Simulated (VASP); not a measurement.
# Ir (P6_3/mmc) in VASP: notebook

The runs below take Ir through single point, with PBEsol.

Everything below comes from runs of VASP 6.6.1. Logs are shortened: lines on timing, memory, paths and dates and some standing lists are left out, and cuts for length are marked.

## 1. The cell of the first run

It takes space group P6_3/mmc (No. 194, hexagonal). The conventional cell has a = 2.751 Å, b = 2.751 Å, c = 4.462 Å, α = 90.00°, β = 90.00°, γ = 120.00°. Within 3.6 Å of Ir (site symmetry -6m2) lie 12 Ir at 2.74 to 2.75 Å.

## 2. Single point, PBEsol

File INCAR:

```
PREC = Accurate
ENCUT = 520
EDIFF = 1E-6
ISMEAR = 0
SIGMA = 0.15
LREAL = False
LASPH = True
NELM = 60
ALGO = Normal
ISIF = 2
LWAVE = False
LCHARG = False
GGA = PS
NBANDS = 16
```

File KPOINTS:

```
regular mesh
0
Gamma
  18 18 12
```

File POSCAR:

```
Ir
1.0
    2.7513778946      0.0000000000      0.0000000000
   -1.3756889473      2.3827631521      0.0000000000
    0.0000000000      0.0000000000      4.4622900000
Ir
2
Direct
    0.6666666667      0.3333333333      0.7500000000
    0.3333333333      0.6666666667      0.2500000000
```

Potentials or basis: VASP PAW PBE potentials, release 64 (Ir).

The run is started by

```bash
cat potpaw_PBE.64/Ir/POTCAR > POTCAR
mpirun -np 1 vasp_std > vasp.out
```

OUTCAR:

```text
PREC = Accurate
   ENCUT = 520
   EDIFF = 1E-6
   ISMEAR = 0
   LREAL = False
   LASPH = True
   NELM = 60
   ISIF = 2
   GGA = PS

 ion  position               nearest neighbor table
   1  0.667  0.333  0.750-   2 2.74   2 2.74   2 2.74   2 2.74   2 2.74   2 2.74
   2  0.333  0.667  0.250-   1 2.74   1 2.74   1 2.74   1 2.74   1 2.74   1 2.74

  LATTYP: Found a hexagonal cell.
 ALAT       =     2.7513778946
 C/A-ratio  =     1.6218382828

  Lattice vectors:

 A1 = (   2.7513778946,   0.0000000000,   0.0000000000)
 A2 = (  -1.3756889473,   2.3827631521,   0.0000000000)
 A3 = (   0.0000000000,   0.0000000000,   4.4622900000)

Analysis of symmetry for initial positions (statically):
=====================================================================
 Subroutine PRICEL returns:
 Original cell was already a primitive cell.

 Routine SETGRP: Setting up the symmetry group for a
 hexagonal supercell.

 Subroutine GETGRP returns: Found 24 space group operations
 (whereof 12 operations were pure point group operations)
 out of a pool of 24 trial point group operations.

The static configuration has the point symmetry D_3d.
 The point group associated with its full space group is D_6h.

Analysis of symmetry for dynamics (positions and initial velocities):
=====================================================================
 Subroutine PRICEL returns:
 Original cell was already a primitive cell.

 Routine SETGRP: Setting up the symmetry group for a
 hexagonal supercell.

 Subroutine GETGRP returns: Found 24 space group operations
 (whereof 12 operations were pure point group operations)
 out of a pool of 24 trial point group operations.

The dynamic configuration has the point symmetry D_3d.
 The point group associated with its full space group is D_6h.

 Subroutine INISYM returns: Found 24 space group operations
 (whereof 12 operations are pure point group operations),
 and found     1 'primitive' translations

----------------------------------------------------------------------------------------

                                     Primitive cell

  volume of cell :      29.2542

  direct lattice vectors                    reciprocal lattice vectors
     2.751377895  0.000000000  0.000000000     0.363454254  0.209840411  0.000000000
    -1.375688947  2.382763152  0.000000000     0.000000000  0.419680823  0.000000000
     0.000000000  0.000000000  4.462290000     0.000000000  0.000000000  0.224100182

  length of vectors
     2.751377895  2.751377895  4.462290000     0.419680823  0.419680823  0.224100182

  position of ions in fractional coordinates (direct lattice)
     0.666666667  0.333333333  0.750000000
     0.333333333  0.666666667  0.250000000

  ion indices of the primitive-cell ions
   primitive index   ion index
                 1           1
                 2           2

----------------------------------------------------------------------------------------

 KPOINTS: regular mesh

Automatic generation of k-mesh.
 Grid dimensions read from file:
 generate k-points for:   18   18   12

 Generating k-lattice:

  Cartesian coordinates                     Fractional coordinates (reciprocal lattice)
     0.020191903  0.011657801  0.000000000     0.055555556 -0.000000000  0.000000000
     0.000000000  0.023315601  0.000000000     0.000000000  0.055555556  0.000000000
     0.000000000  0.000000000  0.018675015     0.000000000  0.000000000  0.083333333

  Length of vectors
     0.023315601  0.023315601  0.018675015

  Shift w.r.t. Gamma in fractional coordinates (k-lattice)
     0.000000000  0.000000000  0.000000000

 Subroutine IBZKPT returns following result:
 ===========================================

 Found    259 irreducible k-points:

 Following reciprocal coordinates:
            Coordinates               Weight
  0.000000  0.000000  0.000000      1.000000
  0.055556  0.000000  0.000000      6.000000
  0.111111  0.000000  0.000000      6.000000
  0.166667  0.000000  0.000000      6.000000
  0.222222 -0.000000  0.000000      6.000000
  0.277778  0.000000  0.000000      6.000000
[... 16 lines left out ...]
  0.333333  0.111111  0.000000     12.000000
  0.388889  0.111111  0.000000     12.000000
 [... further k-points ...]
   k-points           NKPTS =    259   k-points in BZ     NKDIM =    259   number of bands    NBANDS=     16
   number of dos      NEDOS =    301   number of ions     NIONS =      2
   total plane-waves  NPLWV =  14400
   dimension x,y,z NGX =    20 NGY =   20 NGZ =   36
   dimension x,y,z NGXF=    40 NGYF=   40 NGZF=   72
   ions per type =               2
   NGX,Y,Z   is equivalent  to a cutoff of  12.08, 12.08, 13.41 a.u.
   NGXF,Y,Z  is equivalent  to a cutoff of  24.17, 24.17, 26.82 a.u.
 SYSTEM =  unknown system
   PREC   = accura    normal or accurate (medium, high low for compatibility)
   ISTART =      0    job   : 0-new  1-cont  2-samecut
   ICHARG =      2    charge: 1-file 2-atom 10-const
   ISPIN  =      1    spin polarized calculation?
   LNONCOLLINEAR =      F non collinear calculations
   LSORBIT =      F    spin-orbit coupling
   LASPH  =      T    aspherical Exc in radial PAW
   ENCUT  =  520.0 eV  38.22 Ry    6.18 a.u.   5.12  5.12  8.30*2*pi/ulx,y,z
   NELM   =     60;   NELMIN=  2; NELMDL= -5     # of ELM steps
   EDIFF  = 0.1E-05   stopping-criterion for ELM
   LREAL  =      F    real-space projection
   EDIFFG = 0.1E-04   stopping-criterion for IOM
   NSW    =      0    number of steps for IOM
   IBRION =     -1    ionic relax: 0-MD 1-quasi-New 2-CG
   NFREE  =      0    steps in history (QN), initial steepest desc. (CG)
   ISIF   =      2    stress and relaxation
   ISYM   =      2    0-nonsym 1-usesym 2-fastsym
   POTIM  = 0.5000    time-step for ionic-motion
   TEBEG  =    0.0;   TEEND  =   0.0 temperature during run
   PSTRESS=    0.0 pullay stress
   NELECT =      18.0000    total number of electrons
   NUPDOWN=      -1.0000    fix difference up-down
   EMIN   =  10.00;   EMAX   =-10.00  energy-range for DOS
   EFERMI =   0.00;   METHOD = LEGACY
   ISMEAR =     0;   SIGMA  =   0.15  broadening in eV -4-tet -1-fermi 0-gaus
   EFERMI_NEDOS =   21; number of points for ismear=-14 and -15
   IALGO  =     38    algorithm
   IMIX   =      4    mixing-type and parameters
     AMIX     =   0.40;   BMIX     =  1.00
     AMIX_MAG =   1.60;   BMIX_MAG =  1.00
  volume/ion in A,a.u.               =      14.63        98.71
  Fermi-wavevector in a.u.,A,eV,Ry     =   1.392417  2.631287 26.379323  1.938826
  Thomas-Fermi vector in A             =   2.516162
   LORBIT       =      0    0 simple, 1 ext, 2 COOP (PROOUT), +10 PAW based schemes
   GGA     = PS    functional components
   LHFCALC =     F    Hartree Fock is set to
   AEXX    =    0.0000 exact exchange contribution
   IVDW    =     0    specifies the selected vdW correction
   LEPSILON=     F    determine dielectric tensor
   LRPA    =     F    only Hartree local field effects (RPA)
 non-spin polarized calculation
 Gauss-broadening in eV      SIGMA  =   0.15
  energy-cutoff  :      520.00
  volume of cell :       29.25
 maximum number of plane-waves:       801
   NGX = 11   NGY = 11   NGZ = 17

 number of electron      18.0000000 magnetization

 Free energy of the ion-electron system (eV)
  ---------------------------------------------------
  ext. energy  EPLUGINS =         0.00000000
  ---------------------------------------------------
  free energy    TOTEN  =       -19.46324672 eV

  energy without entropy =      -19.43719767  energy(sigma->0) =      -19.45022220

 E-fermi :   9.7980     XC(G=0): -13.9058

 val. band max:        9.7895059799   @ k =   0.2778   0.0556   0.4167
 cond. band min:       9.7994186898   @ k =   0.3889  -0.0000   0.0000
 fundamental gap:      0.0099127100
 Fermi energy:         9.7980355776

 k-point     1 :       0.0000    0.0000    0.0000
  band No.  band energies     occupation
      1      -1.1577      2.00000
      2       1.9051      2.00000
      3       6.0151      2.00000
      4       6.1183      2.00000
      5       6.1183      2.00000
      6       6.7458      2.00000
[... 8 lines left out ...]
     15      26.2014      0.00000
     16      27.2038      0.00000

 k-point     2 :       0.0556    0.0000    0.0000
  band No.  band energies     occupation
      1      -1.0404      2.00000
      2       2.0102      2.00000
      3       5.7936      2.00000
      4       6.2160      2.00000
      5       6.3150      2.00000
      6       6.6814      2.00000
[... 8 lines left out ...]
     15      26.3569      0.00000
     16      27.3850      0.00000

 k-point     3 :       0.1111    0.0000    0.0000
  band No.  band energies     occupation
      1      -0.6972      2.00000
      2       2.3059      2.00000
      3       5.4826      2.00000
      4       6.4441      2.00000
      5       6.5049      2.00000
      6       6.6526      2.00000
[... 8 lines left out ...]
     15      26.7690      0.00000
     16      27.6877      0.00000

 k-point     4 :       0.1667    0.0000    0.0000
  band No.  band energies     occupation
      1      -0.1570      2.00000
      2       2.7172      2.00000
      3       5.1770      2.00000
      4       5.9921      2.00000
      5       6.2218      2.00000
      6       6.9719      2.00000
[... 8 lines left out ...]
     15      27.0240      0.00000
     16      27.3316      0.00000

 k-point     5 :       0.2222   -0.0000    0.0000
  band No.  band energies     occupation
      1       0.5248      2.00000
      2       3.0664      2.00000
      3       5.0256      2.00000
      4       5.1791      2.00000
      5       6.0197      2.00000
      6       6.6889      2.00000
[... 8 lines left out ...]
     15      26.2158      0.00000
     16      26.2246      0.00000

 k-point     6 :       0.2778    0.0000    0.0000
  band No.  band energies     occupation
      1       1.2527      2.00000
      2       3.1318      2.00000
      3       4.4788      2.00000
      4       5.1558      2.00000
      5       6.0078      2.00000
      6       6.4124      2.00000
[... 8 lines left out ...]
     15      24.7562      0.00000
     16      25.2722      0.00000

 k-point     7 :       0.3333   -0.0000    0.0000
  band No.  band energies     occupation
      1       1.8860      2.00000
      2       2.9706      2.00000
      3       3.9170      2.00000
      4       5.4261      2.00000
      5       6.1753      2.00000
      6       6.2938      2.00000
[... 8 lines left out ...]
     15      23.3879      0.00000
     16      24.4838      0.00000

 k-point     8 :       0.3889   -0.0000    0.0000
  band No.  band energies     occupation
      1       2.2980      2.00000
      2       2.7713      2.00000
      3       3.5075      2.00000
      4       5.8003      2.00000
      5       5.9949      2.00000
      6       6.5077      2.00000
[... 8 lines left out ...]
     15      22.2156      0.00000
     16      23.8915      0.00000

 k-point     9 :       0.4444   -0.0000    0.0000
  band No.  band energies     occupation
      1       2.4827      2.00000
      2       2.6331      2.00000
      3       3.2585      2.00000
      4       5.8824      2.00000
      5       6.2241      2.00000
      6       6.4031      2.00000
[... 8 lines left out ...]
     15      21.3920      0.00000
     16      21.6011      0.00000
[... 172 lines left out ...]
 k-point    19 :       0.1111    0.1111    0.0000
  band No.  band energies     occupation
      1       0.1582      2.00000
      2       2.9714      2.00000
      3       4.9423      2.00000
      4       5.6922      2.00000
      5       6.1825      2.00000
      6       6.5550      2.00000
[... 8 lines left out ...]
     15      25.4999      0.00000
     16      27.3176      0.00000

 k-point    20 :       0.1667    0.1111    0.0000
  band No.  band energies     occupation
      1       0.8295      2.00000
      2       3.3618      2.00000
      3       4.6895      2.00000
      4       5.0097      2.00000
      5       6.0432      2.00000
      6       6.2487      2.00000
[... 8 lines left out ...]
     15      24.2259      0.00000
     16      26.3537      0.00000

 k-point    21 :       0.2222    0.1111    0.0000
  band No.  band energies     occupation
      1       1.5619      2.00000
      2       3.4752      2.00000
      3       4.3936      2.00000
      4       4.7221      2.00000
      5       6.0147      2.00000
      6       6.0552      2.00000
[... 8 lines left out ...]
     15      23.0120      0.00000
     16      25.5060      0.00000

 k-point    22 :       0.2778    0.1111    0.0000
  band No.  band energies     occupation
      1       2.2167      2.00000
      2       3.3027      2.00000
      3       3.8875      2.00000
      4       5.0193      2.00000
      5       5.8547      2.00000
      6       6.3032      2.00000
[... 8 lines left out ...]
     15      21.7162      0.00000
     16      24.8155      0.00000

 k-point    23 :       0.3333    0.1111    0.0000
  band No.  band energies     occupation
      1       2.6488      2.00000
      2       3.0902      2.00000
      3       3.5136      2.00000
      4       5.4360      2.00000
      5       5.7670      2.00000
      6       6.5465      2.00000
[... 8 lines left out ...]
     15      20.4976      0.00000
     16      24.2954      0.00000

 k-point    24 :       0.3889    0.1111    0.0000
  band No.  band energies     occupation
      1       2.8398      2.00000
      2       2.9459      2.00000
      3       3.2848      2.00000
      4       5.7382      2.00000
      5       5.8646      2.00000
      6       6.3607      2.00000
[... 8 lines left out ...]
     15      20.0825      0.00000
     16      22.7587      0.00000

 [... further k-points ...]
[... 5 lines left out ...]
  --------------------------------------------------------------------------------------
  -------------------------------------------------------------------------------------
  Total       -2.1308506     -2.1308506     -2.1681880      0.0000000      0.0000000      0.0000000
  in kB     -116.7010263   -116.7010263   -118.7458939      0.0000000      0.0000000      0.0000000
  external PRESSURE =    -117.3826488 kB  Pullay stress =       0.0000000 kB

 VOLUME and BASIS-vectors are now :
 -----------------------------------------------------------------------------
  energy-cutoff  :      520.00
  volume of cell :       29.25
      direct lattice vectors                 reciprocal lattice vectors
     2.751377895  0.000000000  0.000000000     0.363454254  0.209840411  0.000000000
    -1.375688947  2.382763152  0.000000000     0.000000000  0.419680823  0.000000000
     0.000000000  0.000000000  4.462290000     0.000000000  0.000000000  0.224100182

 POSITION                                       TOTAL-FORCE (eV/Angst)
 -----------------------------------------------------------------------------------
      1.37569      0.79425      3.34672         0.000000     -0.000000      0.000000
     -0.00000      1.58851      1.11557        -0.000000      0.000000      0.000000
 -----------------------------------------------------------------------------------
    total drift:                                0.000000     -0.000000     -0.000000

  FREE ENERGIE OF THE ION-ELECTRON SYSTEM (eV)
  ---------------------------------------------------
  free  energy   TOTEN  =       -19.4632467233 eV

  energy  without entropy=      -19.4371976714  energy(sigma->0) =      -19.45022220
```

It took 36 s on 1 thread of Intel Xeon 6975P-C (Granite Rapids), shared host; peak memory 0.22 GiB.

Results:

```yaml
Free_energy: -19.4632 eV
Pressure: -11.7 GPa
Band_gap_on_the_k_mesh: zero (band 9 reaches 10.71 eV, above the bottom of band 10 at 7.54 eV)
```

Stress tensor (GPa, compression positive):
```
-11.67   0.00   0.00
  0.00 -11.67   0.00
  0.00   0.00 -11.87
```

Levels at points of the mesh, in eV from the Fermi level:
```tsv
k point	band 7	band 8	band 9	band 10	band 11	band 12
(0.00, 0.00, 0.00)	-3.05	-2.28	-2.28	-0.80	0.25	0.25
(0.50, 0.00, 0.00)	-2.88	0.67	0.91	1.06	2.82	4.22
(0.00, 0.00, 0.50)	-3.80	-3.80	-0.46	-0.46	-0.46	-0.46
(0.50, 0.00, 0.50)	-0.95	-0.95	0.90	0.90	1.94	1.94
```

Caveat: the PAW data sets were made with another functional, which shifts forces and pressure a little; spin-orbit coupling is left out, which moves the levels of the heavy elements.

[end of part 1 of 2]
